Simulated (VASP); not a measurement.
# Al (Pnma) in VASP: a series of runs

The runs below take Al through single point, relaxation of cell and atoms, with PBE.

Program: VASP 6.6.1. These are calculated values, not measurements. Logs are shortened: lines on timing, memory, paths and dates and some standing lists are left out, and cuts for length are marked.

### Step 1. The cell of the first run

The structure is orthorhombic, space group Pnma (No. 62). The conventional cell has a = 6.393 Å, b = 3.210 Å, c = 6.455 Å, α = 90.00°, β = 90.00°, γ = 90.00°. Al (site symmetry m) has 12 Al at 2.65 to 3.40 Å within 3.5 Å. Within 3.5 Å of Al (site symmetry m) lie 10 Al at 2.65 to 3.21 Å.

### Step 2. Single point, PBE

INCAR

```
PREC = Accurate
ENCUT = 520
EDIFF = 1E-6
ISMEAR = 0
SIGMA = 0.1
LREAL = F
LASPH = T
NELM = 60
ALGO = Normal
ISIF = 2
LWAVE = F
LCHARG = T
GGA = PE
LELF = T
LVHAR = T
NBANDS = 22
```

KPOINTS

```
Automatic mesh
0
Gamma
  4 6 4
```

POSCAR

```
Al
1.0
    6.3928638600      0.0000000000      0.0000000000
    0.0000000000      3.2102065700      0.0000000000
    0.0000000000      0.0000000000      6.4547466000
Al
8
Direct
    0.0298580000      0.2500000000      0.6612780000
    0.5298580000      0.2500000000      0.8387220000
    0.9701420000      0.7500000000      0.3387220000
    0.4701420000      0.7500000000      0.1612780000
    0.1536680000      0.2500000000      0.0676460300
    0.6536680000      0.2500000000      0.4323539700
    0.8463320000      0.7500000000      0.9323539700
    0.3463320000      0.7500000000      0.5676460300
```

Potentials or basis: VASP PAW PBE potentials, release 64 (Al).

Command:

```
> cat potpaw_PBE.64/Al/POTCAR > POTCAR
> mpirun -np 1 vasp_std > vasp.out
```

OUTCAR:

```text
PREC = Accurate
   ENCUT = 520
   EDIFF = 1E-6
   ISMEAR = 0
   LREAL = F
   LASPH = T
   NELM = 60
   ISIF = 2
   GGA = PE

 ion  position               nearest neighbor table
   1  0.030  0.250  0.661-   7 2.65   7 2.65   8 2.65   8 2.65   3 2.66   3 2.66   5 2.74   6 2.82

   2  0.530  0.250  0.839-   8 2.65   8 2.65   7 2.65   7 2.65   4 2.66   4 2.66   6 2.74   5 2.82

   3  0.970  0.750  0.339-   5 2.65   5 2.65   6 2.65   6 2.65   1 2.66   1 2.66   7 2.74   8 2.82

   4  0.470  0.750  0.161-   6 2.65   6 2.65   5 2.65   5 2.65   2 2.66   2 2.66   8 2.74   7 2.82

   5  0.154  0.250  0.068-   3 2.65   3 2.65   4 2.65   4 2.65   7 2.68   7 2.68   1 2.74   2 2.82

   6  0.654  0.250  0.432-   4 2.65   4 2.65   3 2.65   3 2.65   8 2.68   8 2.68   2 2.74   1 2.82

   7  0.846  0.750  0.932-   1 2.65   1 2.65   2 2.65   2 2.65   5 2.68   5 2.68   3 2.74   4 2.82

   8  0.346  0.750  0.568-   2 2.65   2 2.65   1 2.65   1 2.65   6 2.68   6 2.68   4 2.74   3 2.82

  LATTYP: Found a simple orthorhombic cell.
 ALAT       =     3.2102065700
 B/A-ratio  =     1.9914182220
 C/A-ratio  =     2.0106950937

  Lattice vectors:

 A1 = (   0.0000000000,  -3.2102065700,   0.0000000000)
 A2 = (   6.3928638600,   0.0000000000,   0.0000000000)
 A3 = (   0.0000000000,   0.0000000000,   6.4547466000)

Analysis of symmetry for initial positions (statically):
=====================================================================
 Subroutine PRICEL returns:
 Original cell was already a primitive cell.

 Routine SETGRP: Setting up the symmetry group for a
 simple orthorhombic supercell.

 Subroutine GETGRP returns: Found  8 space group operations
 (whereof  2 operations were pure point group operations)
 out of a pool of  8 trial point group operations.

The static configuration has the point symmetry S_2 .
 The point group associated with its full space group is D_2h.

Analysis of symmetry for dynamics (positions and initial velocities):
=====================================================================
 Subroutine PRICEL returns:
 Original cell was already a primitive cell.

 Routine SETGRP: Setting up the symmetry group for a
 simple orthorhombic supercell.

 Subroutine GETGRP returns: Found  8 space group operations
 (whereof  2 operations were pure point group operations)
 out of a pool of  8 trial point group operations.

The dynamic configuration has the point symmetry S_2 .
 The point group associated with its full space group is D_2h.

 Subroutine INISYM returns: Found  8 space group operations
 (whereof  2 operations are pure point group operations),
 and found     1 'primitive' translations

----------------------------------------------------------------------------------------

                                     Primitive cell

  volume of cell :     132.4670

  direct lattice vectors                    reciprocal lattice vectors
     6.392863860  0.000000000  0.000000000     0.156424417  0.000000000  0.000000000
     0.000000000  3.210206570  0.000000000     0.000000000  0.311506434  0.000000000
     0.000000000  0.000000000  6.454746600     0.000000000  0.000000000  0.154924749

  length of vectors
     6.392863860  3.210206570  6.454746600     0.156424417  0.311506434  0.154924749

  position of ions in fractional coordinates (direct lattice)
     0.029858000  0.250000000  0.661278000
     0.529858000  0.250000000  0.838722000
     0.970142000  0.750000000  0.338722000
     0.470142000  0.750000000  0.161278000
     0.153668000  0.250000000  0.067646030
     0.653668000  0.250000000  0.432353970
     0.846332000  0.750000000  0.932353970
     0.346332000  0.750000000  0.567646030

  ion indices of the primitive-cell ions
   primitive index   ion index
                 1           1
                 2           2
                 3           3
                 4           4
                 5           5
                 6           6
                 7           7
                 8           8

----------------------------------------------------------------------------------------

 KPOINTS: Automatic mesh

Automatic generation of k-mesh.
 Grid dimensions read from file:
 generate k-points for:    4    6    4

 Generating k-lattice:

  Cartesian coordinates                     Fractional coordinates (reciprocal lattice)
     0.039106104  0.000000000  0.000000000     0.250000000  0.000000000  0.000000000
     0.000000000  0.051917739  0.000000000     0.000000000  0.166666667  0.000000000
     0.000000000  0.000000000  0.038731187     0.000000000  0.000000000  0.250000000

  Length of vectors
     0.039106104  0.051917739  0.038731187

  Shift w.r.t. Gamma in fractional coordinates (k-lattice)
     0.000000000  0.000000000  0.000000000

 Subroutine IBZKPT returns following result:
 ===========================================

 Found     36 irreducible k-points:

 Following reciprocal coordinates:
            Coordinates               Weight
  0.000000  0.000000  0.000000      1.000000
  0.250000  0.000000  0.000000      2.000000
  0.500000  0.000000  0.000000      1.000000
  0.000000  0.166667  0.000000      2.000000
  0.250000  0.166667  0.000000      4.000000
  0.500000  0.166667  0.000000      2.000000
[... 16 lines left out ...]
  0.250000  0.500000  0.250000      4.000000
  0.500000  0.500000  0.250000      2.000000
 [... further k-points ...]
   k-points           NKPTS =     36   k-points in BZ     NKDIM =     36   number of bands    NBANDS=     22
   number of dos      NEDOS =    301   number of ions     NIONS =      8
   total plane-waves  NPLWV =  55296
   dimension x,y,z NGX =    48 NGY =   24 NGZ =   48
   dimension x,y,z NGXF=    96 NGYF=   48 NGZF=   96
   ions per type =               8
   NGX,Y,Z   is equivalent  to a cutoff of  12.48, 12.43, 12.36 a.u.
   NGXF,Y,Z  is equivalent  to a cutoff of  24.96, 24.86, 24.73 a.u.
 SYSTEM =  unknown system
   PREC   = accura    normal or accurate (medium, high low for compatibility)
   ISTART =      0    job   : 0-new  1-cont  2-samecut
   ICHARG =      2    charge: 1-file 2-atom 10-const
   ISPIN  =      1    spin polarized calculation?
   LNONCOLLINEAR =      F non collinear calculations
   LSORBIT =      F    spin-orbit coupling
   LASPH  =      T    aspherical Exc in radial PAW
   ENCUT  =  520.0 eV  38.22 Ry    6.18 a.u.  11.89  5.97 12.00*2*pi/ulx,y,z
   NELM   =     60;   NELMIN=  2; NELMDL= -5     # of ELM steps
   EDIFF  = 0.1E-05   stopping-criterion for ELM
   LREAL  =      F    real-space projection
   EDIFFG = 0.1E-04   stopping-criterion for IOM
   NSW    =      0    number of steps for IOM
   IBRION =     -1    ionic relax: 0-MD 1-quasi-New 2-CG
   NFREE  =      0    steps in history (QN), initial steepest desc. (CG)
   ISIF   =      2    stress and relaxation
   ISYM   =      2    0-nonsym 1-usesym 2-fastsym
   POTIM  = 0.5000    time-step for ionic-motion
   TEBEG  =    0.0;   TEEND  =   0.0 temperature during run
   PSTRESS=    0.0 pullay stress
   NELECT =      24.0000    total number of electrons
   NUPDOWN=      -1.0000    fix difference up-down
   EMIN   =  10.00;   EMAX   =-10.00  energy-range for DOS
   EFERMI =   0.00;   METHOD = LEGACY
   ISMEAR =     0;   SIGMA  =   0.10  broadening in eV -4-tet -1-fermi 0-gaus
   EFERMI_NEDOS =   21; number of points for ismear=-14 and -15
   IALGO  =     38    algorithm
   IMIX   =      4    mixing-type and parameters
     AMIX     =   0.40;   BMIX     =  1.00
     AMIX_MAG =   1.60;   BMIX_MAG =  1.00
  volume/ion in A,a.u.               =      16.56       111.74
  Fermi-wavevector in a.u.,A,eV,Ry     =   0.926352  1.750551 11.675540  0.858128
  Thomas-Fermi vector in A             =   2.052305
   LORBIT       =      0    0 simple, 1 ext, 2 COOP (PROOUT), +10 PAW based schemes
   GGA     = PE    functional components
   LHFCALC =     F    Hartree Fock is set to
   AEXX    =    0.0000 exact exchange contribution
   IVDW    =     0    specifies the selected vdW correction
   LEPSILON=     F    determine dielectric tensor
   LRPA    =     F    only Hartree local field effects (RPA)
 non-spin polarized calculation
 Gauss-broadening in eV      SIGMA  =   0.10
  energy-cutoff  :      520.00
  volume of cell :      132.47
 maximum number of plane-waves:      3616
 NGX is ok and might be reduce to    48
   NGX = 23   NGY = 11   NGZ = 25

 number of electron      24.0000000 magnetization

 Free energy of the ion-electron system (eV)
  ---------------------------------------------------
  ext. energy  EPLUGINS =         0.00000000
  ---------------------------------------------------
  free energy    TOTEN  =       -28.02649154 eV

  energy without entropy =      -28.00604685  energy(sigma->0) =      -28.01626919

 E-fermi :   7.8936     XC(G=0): -10.1324

 val. band max:        7.8865679982   @ k =   0.2500   0.3333   0.5000
 cond. band min:       7.9202001622   @ k =   0.0000   0.5000   0.0000
 fundamental gap:      0.0336321639
 Fermi energy:         7.8935888932

 k-point     1 :       0.0000    0.0000    0.0000
  band No.  band energies     occupation
      1      -3.2617      2.00000
      2      -0.1599      2.00000
      3      -0.0301      2.00000
      4       0.3883      2.00000
      5       0.7884      2.00000
      6       2.9493      2.00000
[... 14 lines left out ...]
     21      13.0939      0.00000
     22      13.3987      0.00000

 k-point     2 :       0.2500    0.0000    0.0000
  band No.  band energies     occupation
      1      -3.0387      2.00000
      2      -1.2907      2.00000
      3       0.1708      2.00000
      4       0.5690      2.00000
      5       2.0018      2.00000
      6       2.3094      2.00000
[... 14 lines left out ...]
     21      12.9823      0.00000
     22      13.7375      0.00000
[... 523 lines left out ...]
     21      11.7173      0.00000
     22      11.7173      0.00000

 k-point    24 :       0.5000    0.5000    0.2500
  band No.  band energies     occupation
      1       1.3164      2.00000
      2       1.3164      2.00000
      3       1.3164      2.00000
      4       1.3164      2.00000
      5       3.0127      2.00000
      6       3.0127      2.00000
[... 14 lines left out ...]
     21      11.5657      0.00000
     22      11.5657      0.00000

 [... further k-points ...]

------------------------ aborting loop because EDIFF is reached ----------------------------------------

  FORCE on cell =-STRESS in cart. coord.  units (eV):
  Direction    XX          YY          ZZ          XY          YZ          ZX
  --------------------------------------------------------------------------------------
  -------------------------------------------------------------------------------------
  Total        5.8605034      6.2457536      9.3629342      0.0000000      0.0000000      0.0000000
  in kB       70.8823119     75.5418813    113.2439275      0.0000000      0.0000000      0.0000000
  external PRESSURE =      86.5560402 kB  Pullay stress =       0.0000000 kB

 VOLUME and BASIS-vectors are now :
 -----------------------------------------------------------------------------
  energy-cutoff  :      520.00
  volume of cell :      132.47
      direct lattice vectors                 reciprocal lattice vectors
     6.392863860  0.000000000  0.000000000     0.156424417  0.000000000  0.000000000
     0.000000000  3.210206570  0.000000000     0.000000000  0.311506434  0.000000000
     0.000000000  0.000000000  6.454746600     0.000000000  0.000000000  0.154924749

 POSITION                                       TOTAL-FORCE (eV/Angst)
 -----------------------------------------------------------------------------------
      0.19088      0.80255      4.26838        -0.272628     -0.000000      0.303612
      3.38731      0.80255      5.41374        -0.272628      0.000000     -0.303612
      6.20199      2.40765      2.18636         0.272628      0.000000     -0.303612
      3.00555      2.40765      1.04101         0.272628     -0.000000      0.303612
      0.98238      0.80255      0.43664         0.294217     -0.000000     -0.372561
      4.17881      0.80255      2.79074         0.294217     -0.000000      0.372561
      5.41049      2.40765      6.01811        -0.294217     -0.000000      0.372561
      2.21405      2.40765      3.66401        -0.294217      0.000000     -0.372561
 -----------------------------------------------------------------------------------
    total drift:                               -0.000000     -0.000000     -0.000000

  FREE ENERGIE OF THE ION-ELECTRON SYSTEM (eV)
  ---------------------------------------------------
  free  energy   TOTEN  =       -28.0264915359 eV

  energy  without entropy=      -28.0060468526  energy(sigma->0) =      -28.01626919
```

Wall time 44 s (1 thread of Intel Xeon Platinum 8488C (Sapphire Rapids), shared host); peak memory 0.25 GiB.

What came out:

* Free energy: -28.0265 eV
* Pressure: 8.7 GPa
* Largest force: 0.475 eV/Å
* Band gap on the k mesh: zero (bands 12 and 13 overlap by 4.22 eV)

Forces on the atoms (eV/Å):
```
Al  -0.273  0.000  0.304
Al  -0.273  0.000 -0.304
Al   0.273  0.000 -0.304
Al   0.273  0.000  0.304
Al   0.294  0.000 -0.373
Al   0.294  0.000  0.373
Al  -0.294  0.000  0.373
Al  -0.294  0.000 -0.373
```

Stress tensor (GPa, compression positive):
```
 7.09  0.00  0.00
 0.00  7.55  0.00
 0.00  0.00 11.32
```

Levels at points of the mesh, in eV from the Fermi level:
| k point | band 10 | band 11 | band 12 | band 13 | band 14 | band 15 |
| --- | --- | --- | --- | --- | --- | --- |
| (0.00, 0.00, 0.00) | 1.77 | 2.02 | 2.50 | 2.62 | 2.67 | 3.44 |
| (0.50, 0.00, 0.00) | -0.11 | 0.44 | 0.44 | 2.53 | 2.53 | 2.99 |
| (0.00, 0.50, 0.00) | -3.63 | -1.54 | -1.54 | -0.87 | -0.87 | -0.28 |
| (0.50, 0.50, 0.00) | -2.81 | -2.81 | -2.81 | 0.05 | 0.05 | 0.05 |
| (0.00, 0.00, 0.50) | -0.59 | 0.60 | 0.60 | 2.52 | 2.52 | 3.42 |
| (0.50, 0.00, 0.50) | -1.91 | -1.71 | -1.71 | 3.27 | 3.27 | 3.29 |
| (0.00, 0.50, 0.50) | -3.12 | -2.48 | -2.48 | -0.28 | -0.28 | 0.48 |
| (0.50, 0.50, 0.50) | 0.11 | 0.11 | 0.11 | 0.28 | 0.28 | 0.28 |

Caveat: the cell stands under pressure.

(Part 1 of 3 ends here.)
